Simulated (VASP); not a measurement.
Wanted: the native input for a VASP 6.6.1 run.

```
Task                               : single point
Functional                         : HSE06
Potentials or basis                : VASP PAW PBE potentials, release 64 (Si, C)
Cutoff                             : 520 eV
k mesh                             : 8 × 8 × 8
Occupations                        : gaussian, width 0.01 eV
Spin                               : no spin polarisation
Dipole correction                  : no
Grid for exact exchange (PRECFOCK) : Normal
Further INCAR settings             : ALGO = Normal; EDIFF = 1e-06; NBANDS = 11
Share of exact exchange            : 0.25
Screening parameter                : 0.2079 1/Å
```

Crystal: SiC.

```
CELL_PARAMETERS angstrom
0.00000 2.07176 2.24355
2.07176 0.00000 2.24355
2.07176 2.07176 0.00000
ATOMIC_POSITIONS crystal
Si 0.00000 0.00000 0.00000
C 0.25000 0.25000 0.25000
```

This cell differs from its parent crystal: epitaxial xy strain -4.9%.

These files were run (other wordings do the same):

POSCAR

```
SiC
1.0
    0.0000000000      2.0717633977      2.2435524377
    2.0717633977      0.0000000000      2.2435524377
    2.0717633977      2.0717633977      0.0000000000
Si C
1 1
Direct
    0.0000000000      0.0000000000      0.0000000000
    0.2500000000      0.2500000000      0.2500000000
```

INCAR.step1

```
SYSTEM = SiC
PREC     = Accurate       ! precision mode
ENCUT    = 520            ! plane-wave cutoff, eV
EDIFF    = 1E-5           ! SCF threshold, eV
ISMEAR   = 0              ! smearing method
SIGMA    = 0.01           ! smearing width, eV
LREAL    = .FALSE.        ! projectors in reciprocal space
LASPH    = .TRUE.         ! aspherical terms in the spheres
NELM     = 100            ! most SCF steps
ALGO     = Normal         ! electronic algorithm
ISIF     = 2              ! what is computed and relaxed
LWAVE    = .TRUE.         ! write WAVECAR
LCHARG   = .FALSE.        ! write CHGCAR
GGA      = PE             ! functional
NBANDS   = 11             ! bands
```

INCAR.step2

```
SYSTEM = SiC
PREC     = Accurate       ! precision mode
ENCUT    = 520            ! plane-wave cutoff, eV
EDIFF    = 1E-6           ! SCF threshold, eV
ISMEAR   = 0              ! smearing method
SIGMA    = 0.01           ! smearing width, eV
LREAL    = .FALSE.        ! projectors in reciprocal space
LASPH    = .TRUE.         ! aspherical terms in the spheres
NELM     = 100            ! most SCF steps
ALGO     = Normal         ! electronic algorithm
ISIF     = 2              ! what is computed and relaxed
LWAVE    = .FALSE.        ! write WAVECAR
LCHARG   = .FALSE.        ! write CHGCAR
GGA      = PE             ! functional
LHFCALC  = .TRUE.         ! exact exchange
HFSCREEN = 0.2079         ! screening, 1/A
PRECFOCK = Normal       
ISTART   = 1            
NBANDS   = 11             ! bands
```

KPOINTS

```
regular mesh
0
G
  8 8 8
  0 0 0
```

Potentials or basis: VASP PAW PBE potentials, release 64 (Si, C).

Run with:

```console
$ cat potpaw_PBE.64/Si/POTCAR potpaw_PBE.64/C/POTCAR > POTCAR
$ cp INCAR.step1 INCAR
$ mpirun -np 1 vasp_std > vasp.out
$ cp INCAR.step2 INCAR
$ mpirun -np 1 vasp_std > vasp.out
```

Results of the run:

| Property | Result |
| --- | --- |
| Pressure | 16.2 GPa |
| Band gap on the k mesh | 1.73 eV (least direct gap 5.73 eV) |

Caveat: the cell differs from its parent crystal (epitaxial xy strain -4.9%); the stress differs along the axes, from -1 to 25 GPa; the PAW data sets were made with another functional, which shifts forces and pressure a little.

Run time: 41 min on 1 thread of Intel(R) Xeon(R) Platinum 8375C CPU @ 2.90GHz (Ice Lake), with other jobs on the host, peak memory 0.26 GiB.
